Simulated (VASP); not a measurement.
# KCl (F-43m) in VASP: settings compared

KCl is run at these levels: HSE06, PBE0; tasks: single point.

Program: VASP 6.6.1. These are calculated values, not measurements. Logs are shortened: lines on timing, memory, paths and dates and some standing lists are left out, and cuts for length are marked.

## Step 1: The cell of the first run

The structure is cubic, space group F-43m (No. 216). The conventional cell has a = 7.015 Å, b = 7.015 Å, c = 7.015 Å, α = 90.00°, β = 90.00°, γ = 90.00°. Within 4.0 Å of K (site symmetry -43m) lie 4 Cl at 3.04 Å. Cl (site symmetry -43m) has 4 K at 3.04 Å within 4.0 Å.

## Step 2: Single point, HSE06

POSCAR reads:

```
KCl
1.0
    0.0000000000      3.5072828541      3.5072828541
    3.5072828541      0.0000000000      3.5072828541
    3.5072828541      3.5072828541      0.0000000000
K Cl
1 1
Direct
    0.0000000000      0.0000000000      0.0000000000
    0.2500000000      0.2500000000      0.2500000000
```

INCAR.step1 reads:

```
SYSTEM = KCl
PREC = Accurate
ENCUT = 520
EDIFF = 1E-5
ISMEAR = 0
SIGMA = 0.01
LREAL = .False.
LASPH = .True.
NELM = 60
ALGO = Normal
ISIF = 2
LWAVE = .True.
GGA = PE
NBANDS = 15
```

INCAR.step2 reads:

```
SYSTEM = KCl
PREC = Accurate
ENCUT = 520
EDIFF = 1E-6
ISMEAR = 0
SIGMA = 0.01
LREAL = .False.
LASPH = .True.
NELM = 60
ALGO = Normal
ISIF = 2
LWAVE = .False.
LCHARG = .True.
GGA = PE
LHFCALC = .True.
HFSCREEN = 0.2079
PRECFOCK = Normal
LELF = .True.
LVHAR = .True.
ISTART = 1
NBANDS = 15
```

KPOINTS reads:

```
regular mesh
0
Gamma
  4 4 4
  0 0 0
```

Potentials or basis: VASP PAW PBE potentials, release 64 (K_sv, Cl).

Command:

```sh
> cat potpaw_PBE.64/K_sv/POTCAR potpaw_PBE.64/Cl/POTCAR > POTCAR
> cp INCAR.step1 INCAR
> mpirun -np 1 vasp_std > vasp.out
> cp INCAR.step2 INCAR
> mpirun -np 1 vasp_std > vasp.out
```

OUTCAR:

```text
SYSTEM = KCl
   PREC = Accurate
   ENCUT = 520
   EDIFF = 1E-6
   ISMEAR = 0
   LREAL = .False.
   LASPH = .True.
   NELM = 60
   ISIF = 2
   GGA = PE
   LHFCALC = .True.
   HFSCREEN = 0.2079
   PRECFOCK = Normal
   ISTART = 1

 ion  position               nearest neighbor table
   1  0.000  0.000  0.000-   2 3.04   2 3.04   2 3.04   2 3.04
   2  0.250  0.250  0.250-   1 3.04   1 3.04   1 3.04   1 3.04

  LATTYP: Found a face centered cubic cell.
 ALAT       =     7.0145657082

  Lattice vectors:

 A1 = (   0.0000000000,   3.5072828541,   3.5072828541)
 A2 = (   3.5072828541,   0.0000000000,   3.5072828541)
 A3 = (   3.5072828541,   3.5072828541,   0.0000000000)

Analysis of symmetry for initial positions (statically):
=====================================================================
 Subroutine PRICEL returns:
 Original cell was already a primitive cell.

 Routine SETGRP: Setting up the symmetry group for a
 face centered cubic supercell.

 Subroutine GETGRP returns: Found 24 space group operations
 (whereof 24 operations were pure point group operations)
 out of a pool of 48 trial point group operations.

The static configuration has the point symmetry T_d .

Analysis of symmetry for dynamics (positions and initial velocities):
=====================================================================
 Subroutine PRICEL returns:
 Original cell was already a primitive cell.

 Routine SETGRP: Setting up the symmetry group for a
 face centered cubic supercell.

 Subroutine GETGRP returns: Found 24 space group operations
 (whereof 24 operations were pure point group operations)
 out of a pool of 48 trial point group operations.

The dynamic configuration has the point symmetry T_d .

 Subroutine INISYM returns: Found 24 space group operations
 (whereof 24 operations are pure point group operations),
 and found     1 'primitive' translations

----------------------------------------------------------------------------------------

                                     Primitive cell

  volume of cell :      86.2864

  direct lattice vectors                    reciprocal lattice vectors
     0.000000000  3.507282854  3.507282854    -0.142560501  0.142560501  0.142560501
     3.507282854  0.000000000  3.507282854     0.142560501 -0.142560501  0.142560501
     3.507282854  3.507282854  0.000000000     0.142560501  0.142560501 -0.142560501

  length of vectors
[... 82 lines left out ...]
   IALGO  =     38    algorithm
   IMIX   =      1    mixing-type and parameters
     AMIX     =   0.40;   BMIX     =  1.00
     AMIX_MAG =   1.60;   BMIX_MAG =  1.00
  volume/ion in A,a.u.               =      43.14       291.14
  Fermi-wavevector in a.u.,A,eV,Ry     =   0.933542  1.764139 11.857496  0.871501
  Thomas-Fermi vector in A             =   2.060255
   LORBIT       =      0    0 simple, 1 ext, 2 COOP (PROOUT), +10 PAW based schemes
   GGA     = PE    functional components
   LHFCALC =     T    Hartree Fock is set to
   PRECFOCK=normal    Normal, Fast or Accurate (Low or Medium for compatibility)
   ENCUT4O =  -1.0   cutoff for four orbital integrals eV
   NKREDX  =     1    reduce k-point grid by
   NKREDY  =     1    reduce k-point grid by
   NKREDZ  =     1    reduce k-point grid by
   AEXX    =    0.2500 exact exchange contribution
   HFSCREEN=    0.2079 screening length (either q_TF or 0.3 A-1)
   HFSCREENC=   0.2079 screening length for correlation (either q_TF or 0.3 A-1)
   ENCUTFOCK=  -1.0 apply spherical cutoff to Coloumb kernel
   IVDW    =     0    specifies the selected vdW correction
   LEPSILON=     F    determine dielectric tensor
   LRPA    =     F    only Hartree local field effects (RPA)
 non-spin polarized calculation
 Gauss-broadening in eV      SIGMA  =   0.01
  energy-cutoff  :      520.00
  volume of cell :       86.29
 maximum number of plane-waves:      2346
 NGX is ok and might be reduce to    40
  NGX = 28; NGY = 28; NGZ = 28

 number of electron      16.0000000 magnetization

 Free energy of the ion-electron system (eV)
  ---------------------------------------------------
  ext. energy  EPLUGINS =         0.00000000
  ---------------------------------------------------
  free energy    TOTEN  =        -7.66321120 eV

  energy without entropy =       -7.66321120  energy(sigma->0) =       -7.66321120

 E-fermi :  -4.0817     XC(G=0):  -5.1527

 val. band max:       -4.1897533052   @ k =   0.5000   0.5000   0.0000
 cond. band min:       1.8310829673   @ k =   0.0000   0.0000   0.0000
 fundamental gap:      6.0208362725
 Fermi energy:        -4.0816881013

 k-point     1 :       0.0000    0.0000    0.0000
  band No.  band energies     occupation
      1     -33.4928      2.00000
      2     -17.0533      2.00000
      3     -15.6355      2.00000
      4     -15.6355      2.00000
      5     -15.6355      2.00000
      6      -4.2236      2.00000
      7      -4.2236      2.00000
      8      -4.2236      2.00000
      9       1.8311      0.00000
     10       6.8062      0.00000
     11       6.8062      0.00000
     12       7.7803      0.00000
     13       7.7803      0.00000
     14       7.7803      0.00000
[... 113 lines left out ...]
      2     -17.2514      2.00000
      3     -15.6740      2.00000
      4     -15.6639      2.00000
      5     -15.3715      2.00000
      6      -4.4282      2.00000
      7      -4.3648      2.00000
      8      -4.1942      2.00000
      9       3.9823      0.00000
     10       4.8440      0.00000
     11       7.0112      0.00000
     12       7.0602      0.00000
     13       7.5183      0.00000
     14       8.0136      0.00000
     15       8.8101      0.00000

------------------------ aborting loop because EDIFF is reached ----------------------------------------

  FORCE on cell =-STRESS in cart. coord.  units (eV):
  Direction    XX          YY          ZZ          XY          YZ          ZX
  --------------------------------------------------------------------------------------
  -------------------------------------------------------------------------------------
  Total        0.0922028      0.0922028      0.0922028      0.0000000      0.0000000      0.0000000
  in kB        1.7120341      1.7120341      1.7120341      0.0000000      0.0000000      0.0000000
  external PRESSURE =       1.7120341 kB  Pullay stress =       0.0000000 kB

 VOLUME and BASIS-vectors are now :
 -----------------------------------------------------------------------------
  energy-cutoff  :      520.00
  volume of cell :       86.29
      direct lattice vectors                 reciprocal lattice vectors
     0.000000000  3.507282854  3.507282854    -0.142560501  0.142560501  0.142560501
     3.507282854  0.000000000  3.507282854     0.142560501 -0.142560501  0.142560501
     3.507282854  3.507282854  0.000000000     0.142560501  0.142560501 -0.142560501

 POSITION                                       TOTAL-FORCE (eV/Angst)
 -----------------------------------------------------------------------------------
      0.00000      0.00000      0.00000         0.000000     -0.000000     -0.000000
      1.75364      1.75364      1.75364        -0.000000      0.000000      0.000000
 -----------------------------------------------------------------------------------
    total drift:                               -0.000013      0.000010      0.000006

  FREE ENERGIE OF THE ION-ELECTRON SYSTEM (eV)
  ---------------------------------------------------
  free  energy   TOTEN  =        -7.6632112010 eV

  energy  without entropy=       -7.6632112010  energy(sigma->0) =       -7.66321120
```

OUTCAR.step1:

```text
SYSTEM = KCl
   PREC = Accurate
   ENCUT = 520
   EDIFF = 1E-5
   ISMEAR = 0
   LREAL = .False.
   LASPH = .True.
[... 347 lines left out ...]
      0.00000      0.00000      0.00000         0.000000      0.000000      0.000000
      1.75364      1.75364      1.75364        -0.000000     -0.000000     -0.000000
 -----------------------------------------------------------------------------------
    total drift:                               -0.000000     -0.000000     -0.000000

  FREE ENERGIE OF THE ION-ELECTRON SYSTEM (eV)
  ---------------------------------------------------
  free  energy   TOTEN  =        -6.6185806135 eV

  energy  without entropy=       -6.6185806135  energy(sigma->0) =       -6.61858061
```

OSZICAR.step1:

```text
N       E                     dE             d eps       ncg     rms          rms(c)
DAV:   1     0.985065755230E+02    0.98507E+02   -0.67432E+03   240   0.916E+02
DAV:   2     0.132350873421E+01   -0.97183E+02   -0.89842E+02   311   0.217E+02
DAV:   3    -0.674218385940E+01   -0.80657E+01   -0.80306E+01   331   0.542E+01
DAV:   4    -0.709943606369E+01   -0.35725E+00   -0.35714E+00   391   0.102E+01
DAV:   5    -0.710223106400E+01   -0.27950E-02   -0.27949E-02   331   0.101E+00    0.348E+00
DAV:   6    -0.663222646530E+01    0.47000E+00   -0.70216E-01   310   0.376E+00    0.271E+00
DAV:   7    -0.659050781251E+01    0.41719E-01   -0.18840E-01   338   0.213E+00    0.164E+00
DAV:   8    -0.661366963295E+01   -0.23162E-01   -0.29103E-02   303   0.116E+00    0.308E-01
DAV:   9    -0.661588634329E+01   -0.22167E-02   -0.23423E-03   317   0.260E-01    0.164E-01
DAV:  10    -0.661852880282E+01   -0.26425E-02   -0.18382E-03   240   0.262E-01    0.322E-02
DAV:  11    -0.661856766136E+01   -0.38859E-04   -0.67044E-05   319   0.529E-02    0.769E-03
DAV:  12    -0.661858015856E+01   -0.12497E-04   -0.11178E-05   223   0.271E-02    0.731E-03
DAV:  13    -0.661858061346E+01   -0.45489E-06   -0.15658E-06   267   0.101E-02
   1 F= -.66185806E+01 E0= -.66185806E+01  d E =-.464723E-26
```

Run time: 8.3 min. Hardware: 1 thread of Intel Xeon Platinum 8375C at 2.90GHz (Ice Lake), shared host; peak memory 0.35 GiB.

What came out:

```yaml
Free_energy: -7.6632 eV
Pressure: 0.2 GPa
Band_gap_on_the_k_mesh: 6.02 eV, indirect (least direct gap 6.05 eV)
```

Caveat: the PAW data sets were made with another functional, which shifts forces and pressure a little. A k mesh can miss the band edges.

## Step 3: Single point, PBE0

POSCAR is that of step 2.

INCAR.step1 reads:

```
SYSTEM = KCl
PREC     = Accurate       ! precision mode
ENCUT    = 520            ! plane-wave cutoff, eV
EDIFF    = 1E-5           ! SCF threshold, eV
ISMEAR   = 0              ! smearing method
SIGMA    = 0.01           ! smearing width, eV
LREAL    = .FALSE.        ! projectors in reciprocal space
LASPH    = .TRUE.         ! aspherical terms in the spheres
NELM     = 80             ! most SCF steps
ALGO     = Normal         ! electronic algorithm
ISIF     = 2              ! what is computed and relaxed
LWAVE    = .TRUE.         ! write WAVECAR
LCHARG   = .FALSE.        ! write CHGCAR
GGA      = PE             ! functional
NBANDS   = 15             ! bands
```

INCAR.step2 reads:

```
SYSTEM = KCl
PREC     = Accurate       ! precision mode
ENCUT    = 520            ! plane-wave cutoff, eV
EDIFF    = 1E-6           ! SCF threshold, eV
ISMEAR   = 0              ! smearing method
SIGMA    = 0.01           ! smearing width, eV
LREAL    = .FALSE.        ! projectors in reciprocal space
LASPH    = .TRUE.         ! aspherical terms in the spheres
NELM     = 80             ! most SCF steps
ALGO     = Normal         ! electronic algorithm
ISIF     = 2              ! what is computed and relaxed
LWAVE    = .FALSE.        ! write WAVECAR
LCHARG   = .FALSE.        ! write CHGCAR
GGA      = PE             ! functional
LHFCALC  = .TRUE.         ! exact exchange
AEXX     = 0.25           ! exact-exchange fraction
PRECFOCK = Normal       
ISTART   = 1            
NBANDS   = 15             ! bands
```

KPOINTS reads:

```
Automatic mesh
0
G
  4 4 4
  0 0 0
```

Potentials or basis: VASP PAW PBE potentials, release 64 (K_sv, Cl).

Command:

```sh
> cat potpaw_PBE.64/K_sv/POTCAR potpaw_PBE.64/Cl/POTCAR > POTCAR
> cp INCAR.step1 INCAR
> mpirun -np 1 vasp_std > vasp.out
> cp INCAR.step2 INCAR
> mpirun -np 1 vasp_std > vasp.out
```

Wall time 8 min (1 thread of Intel Xeon Platinum 8375C at 2.90GHz (Ice Lake), shared host); peak memory 0.25 GiB.

Results (log left out):

```
Free energy            : -8.1848 eV
Pressure               : 0.1 GPa
Band gap on the k mesh : 6.78 eV, indirect (least direct gap 6.81 eV)
```

Levels at points of the mesh, in eV from the valence-band top:
```tsv
k point	band 4	band 5	band 6	band 7	band 8	band 9	band 10	band 11	band 12	band 13
(0.00, 0.00, 0.00)	-11.46	-11.46	-0.03	-0.03	-0.03	6.78	11.79	11.79	12.76	12.76
(0.50, 0.00, 0.00)	-11.47	-11.28	-0.35	-0.01	-0.01	9.32	9.53	11.24	11.24	12.95
(0.50, 0.50, 0.00)	-11.48	-11.20	-0.41	0.00	0.00	8.71	9.82	12.17	12.72	12.72
```

Caveat: the PAW data sets were made with another functional, which shifts forces and pressure a little. A k mesh can miss the band edges.
